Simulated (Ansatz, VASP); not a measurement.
## One calculation of NaI, two programs

INCAR

```
PREC = Accurate
ENCUT = 520
EDIFF = 1E-7
ISMEAR = 0
SIGMA = 0.02
LREAL = F
LASPH = T
NELM = 100
ALGO = Normal
ISIF = 2
LWAVE = F
LCHARG = T
GGA = PE
LELF = T
LVHAR = T
NBANDS = 14
```

File KPOINTS:

```
regular mesh
0
Gamma
  6 6 6
```

The input POSCAR:

```
NaI
1.0
    0.0000000000      3.3281150700      3.3281150700
    3.3281150700      0.0000000000      3.3281150700
    3.3281150700      3.3281150700      0.0000000000
Na I
1 1
Direct
    0.0000000000      0.0000000000      0.0000000000
    0.5000000000      0.5000000000      0.5000000000
```

Input for Ansatz:

```yaml
crystal:
  lattice:
    - [0.0, 3.3281150909, 3.3281150909]
    - [3.3281150909, 0.0, 3.3281150909]
    - [3.3281150909, 3.3281150909, 0.0]
  atoms:
    - { symbol: Na, position: [0.0, 0.0, 0.0] }
    - { symbol: I, position: [0.5, 0.5, 0.5] }
basis:
  ecutwfc: 420
kpoints:
  mp_grid: { grid: [6, 6, 6] }
hamiltonian:
  xc: pbe
scf:
  occupations: { method: gaussian, width: 0.02 }
output:
  forces: true
  stress: true
  eigenvalues: true
  write_density: true
  write_potential: true
  elf: true
  volumetric_format: npy
```

Alike in both runs: task single point; functional PBE; k mesh 6 × 6 × 6; occupations gaussian, width 0.02 eV; no spin polarisation.

|  | VASP | Ansatz |
| --- | --- | --- |
| version | VASP 6.6.1 | Ansatz 0.2.0 |
| potentials or method | VASP PAW PBE potentials, release 64 (Na_pv, I), cutoff 520 eV | scalar-relativistic, plane waves, PAW |
| valence electrons in the cell | 14 | 26 |

VASP gave:

| Property | Result |
| --- | --- |
| gap on the k mesh at the Fermi level (eV) | 3.43 |
| least direct gap on the mesh (eV) | 3.43 |
| pressure (GPa) | -0.8 |

**Question.** Which values does Ansatz return?

**Answer.** gap on the k mesh at the Fermi level (eV): 3.44; least direct gap on the mesh (eV): 3.44; pressure (GPa): -0.8.

With one functional, cell and mesh, what is left measures potentials, basis and numerics. VASP's potentials hold 14 valence electrons a cell and Ansatz's 26, so a difference there can come from the potentials and not from the codes.

Spin-orbit coupling is off throughout.
